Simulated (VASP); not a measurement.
Set up this calculation in VASP 6.6.1, as the native input.

```
Task                   : single point
Functional             : PBEsol
Potentials or basis    : VASP PAW PBE potentials, release 64 (Ga_d, N)
Cutoff                 : 520 eV
k mesh                 : 12 × 12 × 6
Occupations            : gaussian, width 0.02 eV
Spin                   : no spin polarisation
Dipole correction      : no
Further INCAR settings : ALGO = Normal; EDIFF = 1e-06; NBANDS = 26
```

The structure of GaN lies in POSCAR:

```
GaN
1.0
    3.1825784880      0.0000000000      0.0000000000
   -1.5912892440      2.7561938201      0.0000000000
    0.0000000000      0.0000000000      5.1854260800
Ga N
2 2
Direct
    0.3333333333      0.6666666667     -0.0008058930
    0.6666666667      0.3333333333      0.4991941070
    0.3333333333      0.6666666667      0.3758058930
    0.6666666667      0.3333333333      0.8758058930
```

One way to write it, as run:

INCAR

```
SYSTEM = GaN
PREC = Accurate ; ENCUT = 520
EDIFF = 1E-6 ; ISMEAR = 0
SIGMA = 0.02 ; LREAL = .False.
LASPH = .True. ; NELM = 80
ALGO = Normal ; ISIF = 2
LWAVE = .False. ; LCHARG = .True.
GGA = PS ; LELF = .True.
LVHAR = .True. ; NBANDS = 26
```

KPOINTS

```
regular mesh
0
Gamma
  12 12 6
  0 0 0
```

Potentials or basis: VASP PAW PBE potentials, release 64 (Ga_d, N).

Run with:

```console
$ cat potpaw_PBE.64/Ga_d/POTCAR potpaw_PBE.64/N/POTCAR > POTCAR
$ mpirun -np 1 vasp_std > vasp.out
```

Results of the run:

```json
{
  "Pressure": "-0.1 GPa",
  "Band gap on the k mesh": "1.89 eV, direct"
}
```

Caveat: the PAW data sets were made with another functional, which shifts forces and pressure a little.

Wall time 85 s on 1 thread of AMD EPYC 7R43 64-Core Processor (Zen 3) (shared host), peak memory 0.17 GiB.
